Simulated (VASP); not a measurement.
# SiC (Cm) in VASP: single point with r2SCAN

Aim: the single point of SiC with r2SCAN.

Program: VASP 6.6.1. These are calculated values, not measurements. Logs are shortened: lines on timing, memory, paths and dates and some standing lists are left out, and cuts for length are marked.

**1. The cell of the first run**

Symmetry: Cm, No. 8, monoclinic system. Conventional cell: a = 5.325 Å, b = 3.075 Å, c = 3.075 Å, α = 90.00°, β = 125.26°, γ = 90.00°. Si (site symmetry m) has 3 C at 1.68 to 2.02 Å within 2.2 Å. C (site symmetry m) has 3 Si at 1.68 to 2.02 Å within 2.2 Å.

**2. Single point, r2SCAN (atom 1 (Si) moved by (-0.225, +0.450) A along [1 1 0] and z)**

Contents of POSCAR:

```
SiC
1.0
    0.0000000000      2.1740000000      2.1740000000
    2.1740000000      0.0000000000      2.1740000000
    2.1740000000      2.1740000000      0.0000000000
Si C
1 1
Direct
    0.1034958602      0.1034958602     -0.1766784847
    0.7500000000      0.7500000000      0.7500000000
```

Contents of INCAR.step1:

```
ALGO = Normal
EDIFF = 1E-4
ENCUT = 520
GGA = PE
ISMEAR = 0
LASPH = T
LCHARG = F
LREAL = F
LWAVE = T
NBANDS = 11
NELM = 100
PREC = Accurate
SIGMA = 0.05
```

Contents of INCAR.step2:

```
ALGO = Normal
EDIFF = 1E-6
ENCUT = 520
ISIF = 2
ISMEAR = 0
ISTART = 1
LASPH = T
LCHARG = T
LELF = T
LMIXTAU = T
LREAL = F
LVHAR = T
LWAVE = F
METAGGA = R2SCAN
NBANDS = 11
NELM = 100
PREC = Accurate
SIGMA = 0.05
```

Contents of KPOINTS:

```
k-points
0
Gamma
  12 12 12
```

Potentials or basis: VASP PAW PBE potentials, release 64 (Si, C).

Run with:

```
cat potpaw_PBE.64/Si/POTCAR potpaw_PBE.64/C/POTCAR > POTCAR
cp INCAR.step1 INCAR
mpirun -np 1 vasp_std > vasp.out
cp INCAR.step2 INCAR
mpirun -np 1 vasp_std > vasp.out
```

OUTCAR:

```text
EDIFF = 1E-6
   ENCUT = 520
   ISIF = 2
   ISMEAR = 0
   ISTART = 1
   LASPH = T
   LREAL = F
   METAGGA = R2SCAN
   NELM = 100
   PREC = Accurate

 ion  position               nearest neighbor table
   1  0.103  0.103  0.823-   2 1.68   2 1.68   2 2.02   2 2.34
   2  0.750  0.750  0.750-   1 1.68   1 1.68   1 2.02   1 2.34

  LATTYP: Found a face centered cubic cell.
 ALAT       =     4.3480000000

  Lattice vectors:

 A1 = (   0.0000000000,   2.1740000000,   2.1740000000)
 A2 = (   2.1740000000,   0.0000000000,   2.1740000000)
 A3 = (   2.1740000000,   2.1740000000,   0.0000000000)

Analysis of symmetry for initial positions (statically):
=====================================================================
 Subroutine PRICEL returns:
 Original cell was already a primitive cell.

 Routine SETGRP: Setting up the symmetry group for a
 face centered cubic supercell.

 Subroutine GETGRP returns: Found  2 space group operations
 (whereof  2 operations were pure point group operations)
 out of a pool of 48 trial point group operations.

The static configuration has the point symmetry C_1h.

Analysis of symmetry for dynamics (positions and initial velocities):
=====================================================================
 Subroutine PRICEL returns:
 Original cell was already a primitive cell.

 Routine SETGRP: Setting up the symmetry group for a
 face centered cubic supercell.

 Subroutine GETGRP returns: Found  2 space group operations
 (whereof  2 operations were pure point group operations)
 out of a pool of 48 trial point group operations.

The dynamic configuration has the point symmetry C_1h.

 Subroutine INISYM returns: Found  2 space group operations
 (whereof  2 operations are pure point group operations),
 and found     1 'primitive' translations

----------------------------------------------------------------------------------------

                                     Primitive cell

  volume of cell :      20.5498

  direct lattice vectors                    reciprocal lattice vectors
     0.000000000  2.174000000  2.174000000    -0.229990800  0.229990800  0.229990800
     2.174000000  0.000000000  2.174000000     0.229990800 -0.229990800  0.229990800
     2.174000000  2.174000000  0.000000000     0.229990800  0.229990800 -0.229990800

  length of vectors
     3.074500285  3.074500285  3.074500285     0.398355752  0.398355752  0.398355752

  position of ions in fractional coordinates (direct lattice)
     0.103495860  0.103495860  0.823321515
     0.750000000  0.750000000  0.750000000

  ion indices of the primitive-cell ions
   primitive index   ion index
                 1           1
                 2           2

----------------------------------------------------------------------------------------

 KPOINTS: k-points

Automatic generation of k-mesh.
 Grid dimensions read from file:
 generate k-points for:   12   12   12

 Generating k-lattice:

  Cartesian coordinates                     Fractional coordinates (reciprocal lattice)
    -0.019165900  0.019165900  0.019165900     0.083333333  0.000000000  0.000000000
     0.019165900 -0.019165900  0.019165900     0.000000000  0.083333333  0.000000000
     0.019165900  0.019165900 -0.019165900     0.000000000  0.000000000  0.083333333

  Length of vectors
     0.033196313  0.033196313  0.033196313

  Shift w.r.t. Gamma in fractional coordinates (k-lattice)
     0.000000000  0.000000000  0.000000000

 Subroutine IBZKPT returns following result:
 ===========================================

 Found    476 irreducible k-points:

 Following reciprocal coordinates:
            Coordinates               Weight
  0.000000  0.000000  0.000000      1.000000
  0.083333  0.000000  0.000000      4.000000
  0.000000  0.000000  0.083333      2.000000
  0.083333  0.083333  0.083333      2.000000
  0.166667  0.000000  0.000000      4.000000
  0.000000  0.000000  0.166667      2.000000
[... 16 lines left out ...]
  0.000000  0.166667  0.083333      4.000000
  0.083333  0.000000  0.166667      4.000000
 [... further k-points ...]
   k-points           NKPTS =    476   k-points in BZ     NKDIM =    476   number of bands    NBANDS=     11
   number of dos      NEDOS =    301   number of ions     NIONS =      2
   total plane-waves  NPLWV =  13824
   dimension x,y,z NGX =    24 NGY =   24 NGZ =   24
   dimension x,y,z NGXF=    48 NGYF=   48 NGZF=   48
   ions per type =               1   1
   NGX,Y,Z   is equivalent  to a cutoff of  12.98, 12.98, 12.98 a.u.
   NGXF,Y,Z  is equivalent  to a cutoff of  25.95, 25.95, 25.95 a.u.
 SYSTEM =  unknown system
   PREC   = accura    normal or accurate (medium, high low for compatibility)
   ISTART =      1    job   : 0-new  1-cont  2-samecut
   ICHARG =      0    charge: 1-file 2-atom 10-const
   ISPIN  =      1    spin polarized calculation?
   LNONCOLLINEAR =      F non collinear calculations
   LSORBIT =      F    spin-orbit coupling
   LASPH  =      T    aspherical Exc in radial PAW
   ENCUT  =  520.0 eV  38.22 Ry    6.18 a.u.   5.72  5.72  5.72*2*pi/ulx,y,z
   NELM   =    100;   NELMIN=  2; NELMDL=  0     # of ELM steps
   EDIFF  = 0.1E-05   stopping-criterion for ELM
   LREAL  =      F    real-space projection
   EDIFFG = 0.1E-04   stopping-criterion for IOM
   NSW    =      0    number of steps for IOM
   IBRION =     -1    ionic relax: 0-MD 1-quasi-New 2-CG
   NFREE  =      0    steps in history (QN), initial steepest desc. (CG)
   ISIF   =      2    stress and relaxation
   ISYM   =      2    0-nonsym 1-usesym 2-fastsym
   POTIM  = 0.5000    time-step for ionic-motion
   TEBEG  =    0.0;   TEEND  =   0.0 temperature during run
   PSTRESS=    0.0 pullay stress
   NELECT =       8.0000    total number of electrons
   NUPDOWN=      -1.0000    fix difference up-down
   EMIN   =  10.00;   EMAX   =-10.00  energy-range for DOS
   EFERMI =   0.00;   METHOD = LEGACY
   ISMEAR =     0;   SIGMA  =   0.05  broadening in eV -4-tet -1-fermi 0-gaus
   EFERMI_NEDOS =   21; number of points for ismear=-14 and -15
   IALGO  =     38    algorithm
   IMIX   =      4    mixing-type and parameters
     AMIX     =   0.40;   BMIX     =  1.00
     AMIX_MAG =   1.60;   BMIX_MAG =  1.00
  volume/ion in A,a.u.               =      10.27        69.34
  Fermi-wavevector in a.u.,A,eV,Ry     =   1.195369  2.258920 19.441458  1.428907
  Thomas-Fermi vector in A             =   2.331336
   LORBIT       =      0    0 simple, 1 ext, 2 COOP (PROOUT), +10 PAW based schemes
   METAGGA = R2SCAN    functional components
   LHFCALC =     F    Hartree Fock is set to
   AEXX    =    0.0000 exact exchange contribution
   IVDW    =     0    specifies the selected vdW correction
   LEPSILON=     F    determine dielectric tensor
   LRPA    =     F    only Hartree local field effects (RPA)
 non-spin polarized calculation
 Gauss-broadening in eV      SIGMA  =   0.05
  energy-cutoff  :      520.00
  volume of cell :       20.55
 maximum number of plane-waves:       568
   NGX = 11   NGY = 11   NGZ = 11

 number of electron       8.0000000 magnetization

 Free energy of the ion-electron system (eV)
  ---------------------------------------------------
  ext. energy  EPLUGINS =         0.00000000
  ---------------------------------------------------
  free energy    TOTEN  =       -17.62141631 eV

  energy without entropy =      -17.62123326  energy(sigma->0) =      -17.62132479

 E-fermi :   9.5090     XC(G=0): -11.9758

 val. band max:        9.4875892689   @ k =   0.0833   0.0833   0.0833
 cond. band min:       9.5233297963   @ k =   0.0000   0.4167   0.4167
 fundamental gap:      0.0357405274
 Fermi energy:         9.5089514491

 k-point     1 :       0.0000    0.0000    0.0000
  band No.  band energies     occupation
      1      -8.2726      2.00000
      2       5.8011      2.00000
      3       8.0434      2.00000
      4       9.5765      0.05591
      5      13.8751      0.00000
      6      15.8205      0.00000
      7      16.8670      0.00000
      8      17.0377      0.00000
      9      22.8950      0.00000
     10      23.0267      0.00000
     11      23.4222      0.00000

 k-point     2 :       0.0833    0.0000    0.0000
  band No.  band energies     occupation
      1      -8.1300      2.00000
      2       5.3955      2.00000
      3       7.8141      2.00000
      4       9.4541      1.87905
      5      14.1443      0.00000
      6      15.6398      0.00000
      7      16.4376      0.00000
      8      17.9023      0.00000
      9      21.7019      0.00000
     10      22.7406      0.00000
     11      24.2847      0.00000

 k-point     3 :       0.0000    0.0000    0.0833
  band No.  band energies     occupation
      1      -8.1375      2.00000
      2       5.7436      2.00000
      3       7.8705      2.00000
      4       8.7238      2.00000
      5      14.3600      0.00000
      6      15.7754      0.00000
      7      16.9228      0.00000
      8      17.1301      0.00000
      9      22.5499      0.00000
     10      23.0645      0.00000
     11      23.2769      0.00000

 k-point     4 :       0.0833    0.0833    0.0833
  band No.  band energies     occupation
      1      -8.1342      2.00000
      2       5.7318      2.00000
      3       7.3174      2.00000
      4       9.4876      1.45430
      5      14.1648      0.00000
      6      15.5927      0.00000
      7      17.1342      0.00000
      8      17.2856      0.00000
      9      22.3207      0.00000
     10      22.5527      0.00000
     11      23.8021      0.00000
[... 239 lines left out ...]
 k-point    22 :       0.1667    0.0833    0.0000
  band No.  band energies     occupation
      1      -7.7602      2.00000
      2       4.8611      2.00000
      3       6.9912      2.00000
      4       8.6514      2.00000
      5      14.8738      0.00000
      6      15.0644      0.00000
      7      17.3415      0.00000
      8      18.1095      0.00000
      9      20.8042      0.00000
     10      22.5445      0.00000
     11      25.1958      0.00000

 k-point    23 :       0.0000    0.1667    0.0833
  band No.  band energies     occupation
      1      -7.7528      2.00000
      2       4.5164      2.00000
      3       7.1626      2.00000
      4       9.3512      1.99999
      5      14.3726      0.00000
      6      14.8126      0.00000
      7      16.7422      0.00000
      8      18.7822      0.00000
      9      20.7037      0.00000
     10      22.9169      0.00000
     11      24.9106      0.00000

 k-point    24 :       0.0833    0.0000    0.1667
  band No.  band energies     occupation
      1      -7.7764      2.00000
      2       5.3625      2.00000
      3       7.1124      2.00000
      4       7.8843      2.00000
      5      14.5996      0.00000
      6      15.5528      0.00000
      7      16.7642      0.00000
      8      17.8178      0.00000
      9      21.0497      0.00000
     10      24.1300      0.00000
     11      24.2163      0.00000

 [... further k-points ...]
[... 5 lines left out ...]
  --------------------------------------------------------------------------------------
  -------------------------------------------------------------------------------------
  Total        4.1612311      4.1612311      0.0841121     -3.1153031     -0.4349418     -0.4349415
  in kB      324.4320907    324.4320907      6.5578343   -242.8858854    -33.9104146    -33.9103954
  external PRESSURE =     218.4740053 kB  Pullay stress =       0.0000000 kB

 VOLUME and BASIS-vectors are now :
 -----------------------------------------------------------------------------
  energy-cutoff  :      520.00
  volume of cell :       20.55
      direct lattice vectors                 reciprocal lattice vectors
     0.000000000  2.174000000  2.174000000    -0.229990800  0.229990800  0.229990800
     2.174000000  0.000000000  2.174000000     0.229990800 -0.229990800  0.229990800
     2.174000000  2.174000000  0.000000000     0.229990800  0.229990800 -0.229990800

 POSITION                                       TOTAL-FORCE (eV/Angst)
 -----------------------------------------------------------------------------------
      2.01490      2.01490      0.45000        -0.339960     -0.339960     -5.947960
      3.26100      3.26100      3.26100         0.339960      0.339960      5.947960
 -----------------------------------------------------------------------------------
    total drift:                               -0.000035     -0.000035     -0.000133

  FREE ENERGIE OF THE ION-ELECTRON SYSTEM (eV)
  ---------------------------------------------------
  free  energy   TOTEN  =       -17.6214163130 eV

  energy  without entropy=      -17.6212332582  energy(sigma->0) =      -17.62132479
```

Wall time 3.3 min (1 thread of Intel Xeon Platinum 8488C (Sapphire Rapids), shared host); peak memory 0.22 GiB.

Results:

- Free energy: -17.6214 eV
- Pressure: 21.8 GPa
- Largest force: 5.967 eV/Å
- Band gap on the k mesh: zero (band 4 reaches 9.58 eV, above the bottom of band 5 at 9.15 eV)

Forces in eV/Å, atoms in the order of the input:
```
Si  -0.340 -0.340 -5.948
C    0.340  0.340  5.948
```

Stress tensor (GPa, compression positive):
```
 32.44 -24.29  -3.39
-24.29  32.44  -3.39
 -3.39  -3.39   0.66
```

Caveat: the cell differs from its parent crystal (atom 1 (Si) moved by (-0.225, +0.450) A along [1 1 0] and z); the PAW data sets were made with another functional, which shifts forces and pressure a little.
